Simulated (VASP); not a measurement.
Here is a VASP 6.6.1 calculation.

INCAR

```
  PREC = Accurate
  ENCUT = 520
  EDIFF = 1E-6
  ISMEAR = 0
  SIGMA = 0.1
  LREAL = False
  LASPH = True
  NELM = 150
  ALGO = Normal
  ISIF = 2
  LWAVE = False
  LCHARG = True
  ISPIN = 2
  MAGMOM = 3 3
  LORBIT = 11
  LMAXMIX = 4
  GGA = PE
  LELF = True
  LVHAR = True
  NBANDS = 20
```

Contents of KPOINTS:

```
regular mesh
0
Gamma
  11 11 11
```

POSCAR

```
Co
1.0
    3.5979000000      1.7989500000      1.7989500000
    1.7989500000      3.5979000000      1.7989500000
    1.7989500000      1.7989500000      3.5979000000
Co
2
Direct
    0.0000000000      0.0000000000      0.0000000000
    0.5000000000      0.5000000000      0.5000000000
```

Potentials or basis: VASP PAW PBE potentials, release 64 (Co).

Launch:

```bash
$ cat potpaw_PBE.64/Co/POTCAR > POTCAR
$ mpirun -np 1 vasp_std > vasp.out
```

Q: What does it give for the net moment?

A: 3.31 μB per cell.

Q: What does it give for the site moments?

A: Co +1.68 μB.

Q: Predict the pressure.

A: -12.8 GPa.
